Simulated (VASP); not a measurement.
# TiN (Osbornite): single point with PBE

TiN (Osbornite):

```
CELL_PARAMETERS angstrom
0.00000 2.11900 2.11900
2.11900 0.00000 2.11900
2.11900 2.11900 0.00000
ATOMIC_POSITIONS crystal
Ti 0.00000 0.00000 0.00000
N 0.50000 0.50000 0.50000
```

```
Program                : VASP 6.6.1
Task                   : single point
Functional             : PBE
Potentials or basis    : VASP PAW PBE potentials, release 64 (Ti_sv, N)
Cutoff                 : 600 eV
k mesh                 : 5 × 5 × 5
Occupations            : fermi-dirac, width 0.1 eV
Spin                   : no spin polarisation
Dipole correction      : no
Further INCAR settings : ALGO = Normal; EDIFF = 1e-06; NBANDS = 16
```

```json
{"Pressure": "2.4 GPa"}
```

Levels at points of the mesh, in eV from the Fermi level:
```tsv
k point	band 6	band 7	band 8	band 9	band 10	band 11
(0.00, 0.00, 0.00)	-2.14	-2.14	-2.14	-0.70	-0.70	-0.70
```

Run time: 2.7 s on 1 thread of Intel(R) Xeon(R) 6975P-C (Granite Rapids) (shared host), peak memory 0.13 GiB.

Caveat: the k points lie up to 0.51 Å⁻¹ apart.
